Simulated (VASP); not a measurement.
# BiTe2 (Fd-3m) in VASP: single point with PBE

Aim: the single point of BiTe2 with PBE.

Program: VASP 6.6.1. These are calculated values, not measurements. Logs are shortened: lines on timing, memory, paths and dates and some standing lists are left out, and cuts for length are marked.

## 1. The cell of the first run

It takes space group Fd-3m (No. 227, cubic). Conventional cell: a = 9.051 Å, b = 9.051 Å, c = 9.051 Å, α = 90.00°, β = 90.00°, γ = 90.00°. Bi (site symmetry -43m) has 12 Te at 3.75 Å and 4 Bi at 3.92 Å within 4.9 Å. Te (site symmetry -3m) has 6 Te at 3.20 Å and 6 Bi at 3.75 Å within 4.2 Å.

## 2. Single point, PBE

Contents of INCAR:

```
ALGO     = Normal         # electronic algorithm
EDIFF    = 1E-6           # SCF threshold, eV
ENCUT    = 520            # plane-wave cutoff, eV
GGA      = PE             # functional
ISIF     = 2              # what is computed and relaxed
ISMEAR   = 0              # smearing method
LASPH    = True           # aspherical terms in the spheres
LCHARG   = True           # write CHGCAR
LELF     = True           # ELF
LREAL    = False          # projectors in reciprocal space
LVHAR    = True         
LWAVE    = False          # write WAVECAR
NBANDS   = 36             # bands
NELM     = 80             # most SCF steps
PREC     = Accurate       # precision mode
SIGMA    = 0.1            # smearing width, eV
```

Contents of KPOINTS:

```
k-points
0
Gamma
  8 8 8
```

Contents of POSCAR:

```
BiTe2
1.0
    0.0000000000      4.5257340620      4.5257340620
    4.5257340620      0.0000000000      4.5257340620
    4.5257340620      4.5257340620      0.0000000000
Bi Te
2 4
Direct
    0.0000000000      0.0000000000      0.0000000000
    0.2500000000      0.2500000000      0.2500000000
    0.6250000000      0.6250000000      0.6250000000
    0.1250000000      0.6250000000      0.6250000000
    0.6250000000      0.6250000000      0.1250000000
    0.6250000000      0.1250000000      0.6250000000
```

Potentials or basis: VASP PAW PBE potentials, release 64 (Bi_d, Te).

Started as:

```console
> cat potpaw_PBE.64/Bi_d/POTCAR potpaw_PBE.64/Te/POTCAR > POTCAR
> mpirun -np 1 vasp_std > vasp.out
```

OUTCAR:

```text
EDIFF = 1E-6
   ENCUT = 520
   GGA = PE
   ISIF = 2
   ISMEAR = 0
   LASPH = True
   LREAL = False
   NELM = 80
   PREC = Accurate

 ion  position               nearest neighbor table
   1  0.000  0.000  0.000-   5 3.75   6 3.75   4 3.75   5 3.75   4 3.75   6 3.75   3 3.75   3 3.75
                             3 3.75   4 3.75   6 3.75   5 3.75   2 3.92   2 3.92   2 3.92   2 3.92
   2  0.250  0.250  0.250-   4 3.75   6 3.75   4 3.75   5 3.75   5 3.75   6 3.75   3 3.75   4 3.75
                             3 3.75   6 3.75   3 3.75   5 3.75   1 3.92   1 3.92   1 3.92   1 3.92
   3  0.625  0.625  0.625-   4 3.20   5 3.20   6 3.20   5 3.20   6 3.20   4 3.20   1 3.75   2 3.75
                             1 3.75   2 3.75   1 3.75   2 3.75
   4  0.125  0.625  0.625-   3 3.20   5 3.20   6 3.20   3 3.20   5 3.20   6 3.20   2 3.75   1 3.75
                             2 3.75   1 3.75   1 3.75   2 3.75
   5  0.625  0.625  0.125-   3 3.20   3 3.20   4 3.20   6 3.20   6 3.20   4 3.20   1 3.75   2 3.75
                             1 3.75   2 3.75   1 3.75   2 3.75
   6  0.625  0.125  0.625-   3 3.20   5 3.20   3 3.20   4 3.20   5 3.20   4 3.20   1 3.75   2 3.75
                             1 3.75   2 3.75   1 3.75   2 3.75

  LATTYP: Found a face centered cubic cell.
 ALAT       =     9.0514681240

  Lattice vectors:

 A1 = (   0.0000000000,   4.5257340620,   4.5257340620)
 A2 = (   4.5257340620,   0.0000000000,   4.5257340620)
 A3 = (   4.5257340620,   4.5257340620,   0.0000000000)

Analysis of symmetry for initial positions (statically):
=====================================================================
 Subroutine PRICEL returns:
 Original cell was already a primitive cell.

 Routine SETGRP: Setting up the symmetry group for a
 face centered cubic supercell.

 Subroutine GETGRP returns: Found 48 space group operations
 (whereof 24 operations were pure point group operations)
 out of a pool of 48 trial point group operations.

The static configuration has the point symmetry T_d .
 The point group associated with its full space group is O_h .

Analysis of symmetry for dynamics (positions and initial velocities):
=====================================================================
 Subroutine PRICEL returns:
 Original cell was already a primitive cell.

 Routine SETGRP: Setting up the symmetry group for a
 face centered cubic supercell.

 Subroutine GETGRP returns: Found 48 space group operations
 (whereof 24 operations were pure point group operations)
 out of a pool of 48 trial point group operations.

The dynamic configuration has the point symmetry T_d .
 The point group associated with its full space group is O_h .

 Subroutine INISYM returns: Found 48 space group operations
 (whereof 24 operations are pure point group operations),
 and found     1 'primitive' translations

----------------------------------------------------------------------------------------

                                     Primitive cell

  volume of cell :     185.3946

  direct lattice vectors                    reciprocal lattice vectors
     0.000000000  4.525734062  4.525734062    -0.110479315  0.110479315  0.110479315
     4.525734062  0.000000000  4.525734062     0.110479315 -0.110479315  0.110479315
     4.525734062  4.525734062  0.000000000     0.110479315  0.110479315 -0.110479315

  length of vectors
     6.400354490  6.400354490  6.400354490     0.191355787  0.191355787  0.191355787

  position of ions in fractional coordinates (direct lattice)
     0.000000000  0.000000000  0.000000000
     0.250000000  0.250000000  0.250000000
     0.625000000  0.625000000  0.625000000
     0.125000000  0.625000000  0.625000000
     0.625000000  0.625000000  0.125000000
     0.625000000  0.125000000  0.625000000

  ion indices of the primitive-cell ions
   primitive index   ion index
                 1           1
                 2           2
                 3           3
                 4           4
                 5           5
                 6           6

----------------------------------------------------------------------------------------

 KPOINTS: k-points

Automatic generation of k-mesh.
 Grid dimensions read from file:
 generate k-points for:    8    8    8

 Generating k-lattice:

  Cartesian coordinates                     Fractional coordinates (reciprocal lattice)
    -0.013809914  0.013809914  0.013809914     0.125000000  0.000000000  0.000000000
     0.013809914 -0.013809914  0.013809914     0.000000000  0.125000000  0.000000000
     0.013809914  0.013809914 -0.013809914     0.000000000  0.000000000  0.125000000

  Length of vectors
     0.023919473  0.023919473  0.023919473

  Shift w.r.t. Gamma in fractional coordinates (k-lattice)
     0.000000000  0.000000000  0.000000000

 Subroutine IBZKPT returns following result:
 ===========================================

 Found     29 irreducible k-points:

 Following reciprocal coordinates:
            Coordinates               Weight
  0.000000  0.000000  0.000000      1.000000
  0.125000  0.000000  0.000000      8.000000
  0.250000  0.000000  0.000000      8.000000
  0.375000  0.000000  0.000000      8.000000
  0.500000  0.000000  0.000000      4.000000
  0.125000  0.125000  0.000000      6.000000
[... 16 lines left out ...]
  0.500000  0.250000  0.125000     48.000000
 -0.375000  0.250000  0.125000     24.000000
 [... further k-points ...]
   k-points           NKPTS =     29   k-points in BZ     NKDIM =     29   number of bands    NBANDS=     36
   number of dos      NEDOS =    301   number of ions     NIONS =      6
   total plane-waves  NPLWV = 110592
   dimension x,y,z NGX =    48 NGY =   48 NGZ =   48
   dimension x,y,z NGXF=    96 NGYF=   96 NGZF=   96
   ions per type =               2   4
   NGX,Y,Z   is equivalent  to a cutoff of  12.47, 12.47, 12.47 a.u.
   NGXF,Y,Z  is equivalent  to a cutoff of  24.94, 24.94, 24.94 a.u.
 SYSTEM =  unknown system
   PREC   = accura    normal or accurate (medium, high low for compatibility)
   ISTART =      0    job   : 0-new  1-cont  2-samecut
   ICHARG =      2    charge: 1-file 2-atom 10-const
   ISPIN  =      1    spin polarized calculation?
   LNONCOLLINEAR =      F non collinear calculations
   LSORBIT =      F    spin-orbit coupling
   LASPH  =      T    aspherical Exc in radial PAW
   ENCUT  =  520.0 eV  38.22 Ry    6.18 a.u.  11.90 11.90 11.90*2*pi/ulx,y,z
   NELM   =     80;   NELMIN=  2; NELMDL= -5     # of ELM steps
   EDIFF  = 0.1E-05   stopping-criterion for ELM
   LREAL  =      F    real-space projection
   EDIFFG = 0.1E-04   stopping-criterion for IOM
   NSW    =      0    number of steps for IOM
   IBRION =     -1    ionic relax: 0-MD 1-quasi-New 2-CG
   NFREE  =      0    steps in history (QN), initial steepest desc. (CG)
   ISIF   =      2    stress and relaxation
   ISYM   =      2    0-nonsym 1-usesym 2-fastsym
   POTIM  = 0.5000    time-step for ionic-motion
   TEBEG  =    0.0;   TEEND  =   0.0 temperature during run
   PSTRESS=    0.0 pullay stress
   NELECT =      54.0000    total number of electrons
   NUPDOWN=      -1.0000    fix difference up-down
   EMIN   =  10.00;   EMAX   =-10.00  energy-range for DOS
   EFERMI =   0.00;   METHOD = LEGACY
   ISMEAR =     0;   SIGMA  =   0.10  broadening in eV -4-tet -1-fermi 0-gaus
   EFERMI_NEDOS =   21; number of points for ismear=-14 and -15
   IALGO  =     38    algorithm
   IMIX   =      4    mixing-type and parameters
     AMIX     =   0.40;   BMIX     =  1.00
     AMIX_MAG =   1.60;   BMIX_MAG =  1.00
  volume/ion in A,a.u.               =      30.90       208.52
  Fermi-wavevector in a.u.,A,eV,Ry     =   1.085193  2.050718 16.022823  1.177644
  Thomas-Fermi vector in A             =   2.221301
   LORBIT       =      0    0 simple, 1 ext, 2 COOP (PROOUT), +10 PAW based schemes
   GGA     = PE    functional components
   LHFCALC =     F    Hartree Fock is set to
   AEXX    =    0.0000 exact exchange contribution
   IVDW    =     0    specifies the selected vdW correction
   LEPSILON=     F    determine dielectric tensor
   LRPA    =     F    only Hartree local field effects (RPA)
 non-spin polarized calculation
 Gauss-broadening in eV      SIGMA  =   0.10
  energy-cutoff  :      520.00
  volume of cell :      185.39
 maximum number of plane-waves:      5029
   NGX = 23   NGY = 23   NGZ = 23

 number of electron      54.0000000 magnetization

 Free energy of the ion-electron system (eV)
  ---------------------------------------------------
  ext. energy  EPLUGINS =         0.00000000
  ---------------------------------------------------
  free energy    TOTEN  =       -17.45058203 eV

  energy without entropy =      -17.41227165  energy(sigma->0) =      -17.43142684

 E-fermi :   7.4261     XC(G=0):  -9.9009

 val. band max:        7.4050045013   @ k =  -0.3750   0.3750   0.1250
 cond. band min:       7.4348504036   @ k =  -0.2500   0.2500   0.0000
 fundamental gap:      0.0298459023
 Fermi energy:         7.4260651116

 k-point     1 :       0.0000    0.0000    0.0000
  band No.  band energies     occupation
      1     -15.7611      2.00000
      2     -15.7611      2.00000
      3     -15.7611      2.00000
      4     -15.7577      2.00000
      5     -15.7577      2.00000
      6     -15.7416      2.00000
[... 28 lines left out ...]
     35      11.6627      0.00000
     36      13.3585      0.00000

 k-point     2 :       0.1250    0.0000    0.0000
  band No.  band energies     occupation
      1     -15.7617      2.00000
      2     -15.7617      2.00000
      3     -15.7607      2.00000
      4     -15.7570      2.00000
      5     -15.7570      2.00000
      6     -15.7423      2.00000
[... 28 lines left out ...]
     35      12.1002      0.00000
     36      13.6072      0.00000

 k-point     3 :       0.2500    0.0000    0.0000
  band No.  band energies     occupation
      1     -15.7625      2.00000
      2     -15.7625      2.00000
      3     -15.7599      2.00000
      4     -15.7556      2.00000
      5     -15.7556      2.00000
      6     -15.7436      2.00000
[... 28 lines left out ...]
     35      12.6167      0.00000
     36      13.8552      0.00000

 k-point     4 :       0.3750    0.0000    0.0000
  band No.  band energies     occupation
      1     -15.7631      2.00000
      2     -15.7631      2.00000
      3     -15.7589      2.00000
      4     -15.7547      2.00000
      5     -15.7547      2.00000
      6     -15.7447      2.00000
[... 28 lines left out ...]
     35      12.4831      0.00000
     36      13.3119      0.00000

 k-point     5 :       0.5000    0.0000    0.0000
  band No.  band energies     occupation
      1     -15.7632      2.00000
      2     -15.7632      2.00000
      3     -15.7585      2.00000
      4     -15.7544      2.00000
      5     -15.7544      2.00000
      6     -15.7450      2.00000
[... 655 lines left out ...]
 k-point    22 :       0.3750    0.2500    0.1250
  band No.  band energies     occupation
      1     -15.7634      2.00000
      2     -15.7634      2.00000
      3     -15.7589      2.00000
      4     -15.7551      2.00000
      5     -15.7529      2.00000
      6     -15.7462      2.00000
[... 28 lines left out ...]
     35      12.9363      0.00000
     36      13.3389      0.00000

 k-point    23 :       0.5000    0.2500    0.1250
  band No.  band energies     occupation
      1     -15.7645      2.00000
      2     -15.7638      2.00000
      3     -15.7568      2.00000
      4     -15.7538      2.00000
      5     -15.7519      2.00000
      6     -15.7473      2.00000
[... 28 lines left out ...]
     35      12.4381      0.00000
     36      13.2075      0.00000

 k-point    24 :      -0.3750    0.2500    0.1250
  band No.  band energies     occupation
      1     -15.7650      2.00000
      2     -15.7640      2.00000
      3     -15.7558      2.00000
      4     -15.7529      2.00000
      5     -15.7519      2.00000
      6     -15.7472      2.00000
[... 28 lines left out ...]
     35      12.2123      0.00000
     36      12.9500      0.00000

 [... further k-points ...]
[... 5 lines left out ...]
  --------------------------------------------------------------------------------------
  -------------------------------------------------------------------------------------
  Total       -0.1016195     -0.1016195     -0.1016195      0.0000000      0.0000000     -0.0000000
  in kB       -0.8781945     -0.8781945     -0.8781945      0.0000000      0.0000000     -0.0000000
  external PRESSURE =      -0.8781945 kB  Pullay stress =       0.0000000 kB

 VOLUME and BASIS-vectors are now :
 -----------------------------------------------------------------------------
  energy-cutoff  :      520.00
  volume of cell :      185.39
      direct lattice vectors                 reciprocal lattice vectors
     0.000000000  4.525734062  4.525734062    -0.110479315  0.110479315  0.110479315
     4.525734062  0.000000000  4.525734062     0.110479315 -0.110479315  0.110479315
     4.525734062  4.525734062  0.000000000     0.110479315  0.110479315 -0.110479315

 POSITION                                       TOTAL-FORCE (eV/Angst)
 -----------------------------------------------------------------------------------
      0.00000      0.00000      0.00000         0.000000      0.000000      0.000000
      2.26287      2.26287      2.26287        -0.000000     -0.000000     -0.000000
      5.65717      5.65717      5.65717        -0.000000     -0.000000     -0.000000
      5.65717      3.39430      3.39430        -0.000000     -0.000000     -0.000000
      3.39430      3.39430      5.65717        -0.000000     -0.000000     -0.000000
      3.39430      5.65717      3.39430        -0.000000     -0.000000     -0.000000
 -----------------------------------------------------------------------------------
    total drift:                               -0.000000     -0.000000     -0.000000

  FREE ENERGIE OF THE ION-ELECTRON SYSTEM (eV)
  ---------------------------------------------------
  free  energy   TOTEN  =       -17.4505820303 eV

  energy  without entropy=      -17.4122716550  energy(sigma->0) =      -17.43142684
```

Wall time 2.1 min (1 thread of AMD EPYC 9R45 (Zen 5), shared host); peak memory 0.38 GiB.

What came out:

```
Free energy            : -17.4506 eV
Pressure               : -0.1 GPa
Band gap on the k mesh : zero (bands 27 and 28 overlap by 1.38 eV)
```

Levels at points of the mesh, in eV from the Fermi level:
| k point | band 23 | band 24 | band 25 | band 26 | band 27 | band 28 | band 29 | band 30 | band 31 | band 32 |
| --- | --- | --- | --- | --- | --- | --- | --- | --- | --- | --- |
| (0.00, 0.00, 0.00) | -2.07 | -2.07 | -2.07 | 0.96 | 0.96 | 0.96 | 1.21 | 1.21 | 1.21 | 3.72 |
| (0.50, 0.00, 0.00) | -2.22 | -2.22 | -2.01 | -1.00 | 0.20 | 0.20 | 0.86 | 1.30 | 1.67 | 1.67 |
| (0.50, 0.50, 0.00) | -2.12 | -2.12 | -1.84 | -1.84 | -0.02 | -0.02 | 0.46 | 0.46 | 0.58 | 0.58 |

Caveat: spin-orbit coupling is left out, which moves the levels of the heavy elements.

The gap in the log of VASP goes by the Fermi energy; the results here count the filled bands.